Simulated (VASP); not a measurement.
# Rh (P6_3/mmc) in VASP: single point with PBEsol

Aim: the single point of Rh with PBEsol.

Everything below comes from runs of VASP 6.6.1. Logs are shortened: lines on timing, memory, paths and dates and some standing lists are left out, and cuts for length are marked.

### Step 1. The cell of the first run

It takes space group P6_3/mmc (No. 194, hexagonal). Conventional cell: a = 2.731 Å, b = 2.731 Å, c = 4.428 Å, α = 90.00°, β = 90.00°, γ = 120.00°. Rh (site symmetry -6m2) has 12 Rh at 2.72 to 2.73 Å within 3.6 Å.

### Step 2. Single point, PBEsol

Input file INCAR:

```
  PREC = Accurate
  ENCUT = 520
  EDIFF = 1E-7
  ISMEAR = 1
  SIGMA = 0.1
  LREAL = F
  LASPH = T
  NELM = 80
  ALGO = Normal
  ISIF = 2
  LWAVE = F
  LCHARG = F
  GGA = PS
  NBANDS = 22
```

Input file KPOINTS:

```
Automatic mesh
0
Gamma
  11 11 6
```

Input file POSCAR:

```
Rh
1.0
    2.7309790000      0.0000000000      0.0000000000
   -1.3654900000      2.3650970000      0.0000000000
    0.0000000000      0.0000000000      4.4284890000
Rh
2
Direct
    0.6666666667      0.3333333333      0.7500000000
    0.3333333333      0.6666666667      0.2500000000
```

Potentials or basis: VASP PAW PBE potentials, release 64 (Rh_pv).

Command:

```console
> cat potpaw_PBE.64/Rh_pv/POTCAR > POTCAR
> mpirun -np 1 vasp_std > vasp.out
```

OUTCAR:

```text
PREC = Accurate
   ENCUT = 520
   EDIFF = 1E-7
   ISMEAR = 1
   LREAL = F
   LASPH = T
   NELM = 80
   ISIF = 2
   GGA = PS

 ion  position               nearest neighbor table
   1  0.667  0.333  0.750-   2 2.72   2 2.72   2 2.72   2 2.72   2 2.72   2 2.72
   2  0.333  0.667  0.250-   1 2.72   1 2.72   1 2.72   1 2.72   1 2.72   1 2.72

  LATTYP: Found a hexagonal cell.
 ALAT       =     2.7309790000
 C/A-ratio  =     1.6215756328

  Lattice vectors:

 A1 = (   2.7309790000,   0.0000000000,   0.0000000000)
 A2 = (  -1.3654900000,   2.3650970000,   0.0000000000)
 A3 = (   0.0000000000,   0.0000000000,   4.4284890000)

Analysis of symmetry for initial positions (statically):
=====================================================================
 Subroutine PRICEL returns:
 Original cell was already a primitive cell.

 Routine SETGRP: Setting up the symmetry group for a
 hexagonal supercell.

 Subroutine GETGRP returns: Found 24 space group operations
 (whereof 12 operations were pure point group operations)
 out of a pool of 24 trial point group operations.

The static configuration has the point symmetry D_3d.
 The point group associated with its full space group is D_6h.

Analysis of symmetry for dynamics (positions and initial velocities):
=====================================================================
 Subroutine PRICEL returns:
 Original cell was already a primitive cell.

 Routine SETGRP: Setting up the symmetry group for a
 hexagonal supercell.

 Subroutine GETGRP returns: Found 24 space group operations
 (whereof 12 operations were pure point group operations)
 out of a pool of 24 trial point group operations.

The dynamic configuration has the point symmetry D_3d.
 The point group associated with its full space group is D_6h.

 Subroutine INISYM returns: Found 24 space group operations
 (whereof 12 operations are pure point group operations),
 and found     1 'primitive' translations

----------------------------------------------------------------------------------------

                                     Primitive cell

  volume of cell :      28.6037

  direct lattice vectors                    reciprocal lattice vectors
     2.730979000  0.000000000  0.000000000     0.366169055  0.211407897  0.000000000
    -1.365490000  2.365097000  0.000000000     0.000000000  0.422815639  0.000000000
     0.000000000  0.000000000  4.428489000     0.000000000  0.000000000  0.225810655

  length of vectors
     2.730979000  2.730979084  4.428489000     0.422815652  0.422815639  0.225810655

  position of ions in fractional coordinates (direct lattice)
     0.666666667  0.333333333  0.750000000
     0.333333333  0.666666667  0.250000000

  ion indices of the primitive-cell ions
   primitive index   ion index
                 1           1
                 2           2

----------------------------------------------------------------------------------------

 KPOINTS: Automatic mesh

Automatic generation of k-mesh.
 Grid dimensions read from file:
 generate k-points for:   11   11    6

 Generating k-lattice:

  Cartesian coordinates                     Fractional coordinates (reciprocal lattice)
     0.033288096  0.019218900  0.000000000     0.090909091  0.000000000  0.000000000
     0.000000000  0.038437785  0.000000000     0.000000000  0.090909091  0.000000000
     0.000000000  0.000000000  0.037635109     0.000000000  0.000000000  0.166666667

  Length of vectors
     0.038437787  0.038437785  0.037635109

  Shift w.r.t. Gamma in fractional coordinates (k-lattice)
     0.000000000  0.000000000  0.000000000

 Subroutine IBZKPT returns following result:
 ===========================================

 Found     64 irreducible k-points:

 Following reciprocal coordinates:
            Coordinates               Weight
  0.000000  0.000000  0.000000      1.000000
  0.090909  0.000000  0.000000      6.000000
  0.181818  0.000000  0.000000      6.000000
  0.272727  0.000000  0.000000      6.000000
  0.363636 -0.000000  0.000000      6.000000
  0.454545  0.000000  0.000000      6.000000
[... 16 lines left out ...]
  0.090909  0.090909  0.166667     12.000000
  0.181818  0.090909  0.166667     24.000000
 [... further k-points ...]
   k-points           NKPTS =     64   k-points in BZ     NKDIM =     64   number of bands    NBANDS=     22
   number of dos      NEDOS =    301   number of ions     NIONS =      2
   total plane-waves  NPLWV =  14400
   dimension x,y,z NGX =    20 NGY =   20 NGZ =   36
   dimension x,y,z NGXF=    40 NGYF=   40 NGZF=   72
   ions per type =               2
   NGX,Y,Z   is equivalent  to a cutoff of  12.17, 12.17, 13.51 a.u.
   NGXF,Y,Z  is equivalent  to a cutoff of  24.35, 24.35, 27.03 a.u.
 SYSTEM =  unknown system
   PREC   = accura    normal or accurate (medium, high low for compatibility)
   ISTART =      0    job   : 0-new  1-cont  2-samecut
   ICHARG =      2    charge: 1-file 2-atom 10-const
   ISPIN  =      1    spin polarized calculation?
   LNONCOLLINEAR =      F non collinear calculations
   LSORBIT =      F    spin-orbit coupling
   LASPH  =      T    aspherical Exc in radial PAW
   ENCUT  =  520.0 eV  38.22 Ry    6.18 a.u.   5.08  5.08  8.23*2*pi/ulx,y,z
   NELM   =     80;   NELMIN=  2; NELMDL= -5     # of ELM steps
   EDIFF  = 0.1E-06   stopping-criterion for ELM
   LREAL  =      F    real-space projection
   EDIFFG = 0.1E-05   stopping-criterion for IOM
   NSW    =      0    number of steps for IOM
   IBRION =     -1    ionic relax: 0-MD 1-quasi-New 2-CG
   NFREE  =      0    steps in history (QN), initial steepest desc. (CG)
   ISIF   =      2    stress and relaxation
   ISYM   =      2    0-nonsym 1-usesym 2-fastsym
   POTIM  = 0.5000    time-step for ionic-motion
   TEBEG  =    0.0;   TEEND  =   0.0 temperature during run
   PSTRESS=    0.0 pullay stress
   NELECT =      30.0000    total number of electrons
   NUPDOWN=      -1.0000    fix difference up-down
   EMIN   =  10.00;   EMAX   =-10.00  energy-range for DOS
   EFERMI =   0.00;   METHOD = LEGACY
   ISMEAR =     1;   SIGMA  =   0.10  broadening in eV -4-tet -1-fermi 0-gaus
   EFERMI_NEDOS =   21; number of points for ismear=-14 and -15
   IALGO  =     38    algorithm
   IMIX   =      4    mixing-type and parameters
     AMIX     =   0.40;   BMIX     =  1.00
     AMIX_MAG =   1.60;   BMIX_MAG =  1.00
  volume/ion in A,a.u.               =      14.30        96.51
  Fermi-wavevector in a.u.,A,eV,Ry     =   1.663314  3.143208 37.642069  2.766614
  Thomas-Fermi vector in A             =   2.750053
   LORBIT       =      0    0 simple, 1 ext, 2 COOP (PROOUT), +10 PAW based schemes
   GGA     = PS    functional components
   LHFCALC =     F    Hartree Fock is set to
   AEXX    =    0.0000 exact exchange contribution
   IVDW    =     0    specifies the selected vdW correction
   LEPSILON=     F    determine dielectric tensor
   LRPA    =     F    only Hartree local field effects (RPA)
 non-spin polarized calculation
 Methfessel and Paxton  Order N= 1 SIGMA  =   0.10
  energy-cutoff  :      520.00
  volume of cell :       28.60
 maximum number of plane-waves:       785
   NGX = 11   NGY = 11   NGZ = 17

 number of electron      30.0000007 magnetization

 Free energy of the ion-electron system (eV)
  ---------------------------------------------------
  ext. energy  EPLUGINS =         0.00000000
  ---------------------------------------------------
  free energy    TOTEN  =       -16.12018004 eV

  energy without entropy =      -16.11950646  energy(sigma->0) =      -16.11995552

 E-fermi :  11.1288     XC(G=0): -13.9639

 val. band max:       11.1137798487   @ k =   0.3636   0.1818   0.3333
 cond. band min:      11.1291312154   @ k =   0.0909   0.0909   0.3333
 fundamental gap:      0.0153513667
 Fermi energy:        11.1288284460

 k-point     1 :       0.0000    0.0000    0.0000
  band No.  band energies     occupation
      1     -35.8645      2.00000
      2     -35.2939      2.00000
      3     -35.2939      2.00000
      4     -35.2111      2.00000
      5     -35.2007      2.00000
      6     -35.2007      2.00000
[... 14 lines left out ...]
     21      29.1158      0.00000
     22      29.7218      0.00000

 k-point     2 :       0.0909    0.0000    0.0000
  band No.  band energies     occupation
      1     -35.8477      2.00000
      2     -35.3319      2.00000
      3     -35.3062      2.00000
      4     -35.2401      2.00000
      5     -35.2180      2.00000
      6     -35.2068      2.00000
[... 14 lines left out ...]
     21      29.4274      0.00000
     22      29.8101      0.00000

 k-point     3 :       0.1818    0.0000    0.0000
  band No.  band energies     occupation
      1     -35.8004      2.00000
      2     -35.4342      2.00000
      3     -35.3442      2.00000
      4     -35.3383      2.00000
      5     -35.2390      2.00000
      6     -35.2243      2.00000
[... 14 lines left out ...]
     21      29.4213      0.00000
     22      29.5928      0.00000

 k-point     4 :       0.2727    0.0000    0.0000
  band No.  band energies     occupation
      1     -35.7309      2.00000
      2     -35.5684      2.00000
      3     -35.4769      2.00000
      4     -35.3789      2.00000
      5     -35.2740      2.00000
      6     -35.2482      2.00000
[... 14 lines left out ...]
     21      27.1604      0.00000
     22      27.8790      0.00000

 k-point     5 :       0.3636   -0.0000    0.0000
  band No.  band energies     occupation
      1     -35.6918      2.00000
      2     -35.6530      2.00000
      3     -35.5953      2.00000
      4     -35.4152      2.00000
      5     -35.3200      2.00000
      6     -35.2710      2.00000
[... 14 lines left out ...]
     21      25.2615      0.00000
     22      26.3951      0.00000

 k-point     6 :       0.4545    0.0000    0.0000
  band No.  band energies     occupation
      1     -35.7652      2.00000
      2     -35.6643      2.00000
      3     -35.5919      2.00000
      4     -35.4364      2.00000
      5     -35.3621      2.00000
      6     -35.2848      2.00000
[... 14 lines left out ...]
     21      24.1121      0.00000
     22      25.3135      0.00000

 k-point     7 :       0.0909    0.0909    0.0000
  band No.  band energies     occupation
      1     -35.8157      2.00000
      2     -35.3946      2.00000
      3     -35.3498      2.00000
      4     -35.2924      2.00000
      5     -35.2320      2.00000
      6     -35.2243      2.00000
[... 324 lines left out ...]
      6     -35.2570      2.00000
[... 14 lines left out ...]
     21      27.5386      0.00000
     22      27.5887      0.00000

 k-point    21 :       0.3636   -0.0000    0.1667
  band No.  band energies     occupation
      1     -35.7415      2.00000
      2     -35.6327      2.00000
      3     -35.5666      2.00000
      4     -35.4056      2.00000
      5     -35.3187      2.00000
      6     -35.2807      2.00000
[... 14 lines left out ...]
     21      25.7848      0.00000
     22      25.7990      0.00000

 k-point    22 :       0.4545    0.0000    0.1667
  band No.  band energies     occupation
      1     -35.7931      2.00000
      2     -35.6962      2.00000
      3     -35.5405      2.00000
      4     -35.4263      2.00000
      5     -35.3525      2.00000
      6     -35.2950      2.00000
[... 14 lines left out ...]
     21      24.6861      0.00000
     22      25.2134      0.00000

 k-point    23 :       0.0909    0.0909    0.1667
  band No.  band energies     occupation
      1     -35.7824      2.00000
      2     -35.3841      2.00000
      3     -35.3579      2.00000
      4     -35.3125      2.00000
      5     -35.2423      2.00000
      6     -35.2315      2.00000
[... 14 lines left out ...]
     21      28.6462      0.00000
     22      29.5172      0.00000

 k-point    24 :       0.1818    0.0909    0.1667
  band No.  band energies     occupation
      1     -35.7400      2.00000
      2     -35.4878      2.00000
      3     -35.4614      2.00000
      4     -35.3564      2.00000
      5     -35.2690      2.00000
      6     -35.2583      2.00000
[... 14 lines left out ...]
     21      26.9212      0.00000
     22      28.3419      0.00000

 [... further k-points ...]

------------------------ aborting loop because EDIFF is reached ----------------------------------------

  FORCE on cell =-STRESS in cart. coord.  units (eV):
  Direction    XX          YY          ZZ          XY          YZ          ZX
  --------------------------------------------------------------------------------------
  -------------------------------------------------------------------------------------
  Total       -2.4140405     -2.4140401     -2.5942521      0.0000005      0.0000000      0.0000000
  in kB     -135.2172967   -135.2172748   -145.3114600      0.0000286      0.0000000      0.0000000
  external PRESSURE =    -138.5820105 kB  Pullay stress =       0.0000000 kB

 VOLUME and BASIS-vectors are now :
 -----------------------------------------------------------------------------
  energy-cutoff  :      520.00
  volume of cell :       28.60
      direct lattice vectors                 reciprocal lattice vectors
     2.730979000  0.000000000  0.000000000     0.366169055  0.211407897  0.000000000
    -1.365490000  2.365097000  0.000000000     0.000000000  0.422815639  0.000000000
     0.000000000  0.000000000  4.428489000     0.000000000  0.000000000  0.225810655

 POSITION                                       TOTAL-FORCE (eV/Angst)
 -----------------------------------------------------------------------------------
      1.36549      0.78837      3.32137        -0.000000      0.000000      0.000000
     -0.00000      1.57673      1.10712         0.000000     -0.000000      0.000000
 -----------------------------------------------------------------------------------
    total drift:                                0.000000     -0.000000      0.000000

  FREE ENERGIE OF THE ION-ELECTRON SYSTEM (eV)
  ---------------------------------------------------
  free  energy   TOTEN  =       -16.1201800434 eV

  energy  without entropy=      -16.1195064612  energy(sigma->0) =      -16.11995552
```

Wall time 28 s (1 thread of Intel Xeon Platinum 8375C at 2.90GHz (Ice Lake), shared host); peak memory 0.15 GiB.

Results:

```yaml
Free_energy: -16.1202 eV
Pressure: -13.9 GPa
Band_gap_on_the_k_mesh: zero (band 15 reaches 11.72 eV, above the bottom of band 16 at 9.49 eV)
```

Levels at points of the mesh, in eV from the Fermi level:
```tsv
k point	band 11	band 12	band 13	band 14	band 15	band 16	band 17	band 18	band 19	band 20
(0.00, 0.00, 0.00)	-2.86	-2.37	-2.37	-1.78	-1.78	0.14	0.14	0.67	8.16	15.83
(0.00, 0.00, 0.50)	-2.96	-2.96	-2.96	-2.96	-0.41	-0.41	-0.41	-0.41	14.59	14.59
```

Caveat: the PAW data sets were made with another functional, which shifts forces and pressure a little.
